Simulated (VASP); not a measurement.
**Ba3Ti3O11: single point with PBE**

The system is Ba3Ti3O11, a slab with vacuum.

```
O Ba Ti
1.0
     3.97239    0.00000    0.00000
     0.00000    5.83180    0.00000
     0.00000    0.00000   23.76876
O Ba Ti
11 3 3
Direct
  0.50000 0.75816 0.32813
  0.50000 0.23651 0.32785
  0.00000 0.99798 0.38684
  0.50000 0.25412 0.44305
  0.50000 0.74099 0.44317
  0.00000 0.49716 0.50000
  0.50000 0.74099 0.55683
  0.50000 0.25412 0.55695
  0.00000 0.99798 0.61316
  0.50000 0.23651 0.67215
  0.50000 0.75816 0.67187
  0.00000 0.49759 0.36074
  0.00000 0.99726 0.50000
  0.00000 0.49759 0.63926
  0.50000 0.99790 0.37517
  0.50000 0.49729 0.50000
  0.50000 0.99790 0.62483
```

- Program: VASP 6.6.1
- Task: single point
- Functional: PBE
- Potentials or basis: VASP PAW PBE potentials, release 64 (O, Ba_sv, Ti_sv)
- Cutoff: 520 eV
- k mesh: 7 × 5 × 1
- Occupations: gaussian, width 0.05 eV
- Spin: no spin polarisation
- Dipole correction: yes
- Further INCAR settings: LREAL = Auto; ALGO = Normal; EDIFF = 1e-06; NBANDS = 80

```
Largest force          : 0.143 eV/Å
Band gap on the k mesh : zero (bands 66 and 67 overlap by 0.30 eV)
```

Forces on the atoms (eV/Å):
```
O    0.000  0.052 -0.133
O    0.000 -0.045 -0.127
O    0.000 -0.002 -0.056
O    0.000  0.005 -0.061
O    0.000 -0.005 -0.067
O    0.000  0.002  0.000
O    0.000 -0.005  0.067
O    0.000  0.005  0.061
O    0.000 -0.002  0.056
O    0.000 -0.045  0.127
O    0.000  0.052  0.133
Ba   0.000 -0.007  0.080
Ba   0.000  0.009  0.000
Ba   0.000 -0.007 -0.080
Ti   0.000  0.011  0.095
Ti   0.000 -0.029  0.000
Ti   0.000  0.011 -0.095
```

Levels at points of the mesh, in eV from the Fermi level:
```
           k point  band 64  band 65  band 66  band 67  band 68  band 69
(0.00, 0.00, 0.00)    -0.18    -0.02     0.00     0.09     0.25     3.29
```

It took 28 min on 1 thread of Intel(R) Xeon(R) Platinum 8488C (Sapphire Rapids), on a shared host, peak memory 0.75 GiB.

Caveat: spin-orbit coupling is left out, which moves the levels of the heavy elements; semilocal functionals often make such compounds metallic where correlation or magnetic order opens a gap, which also shifts bond lengths.
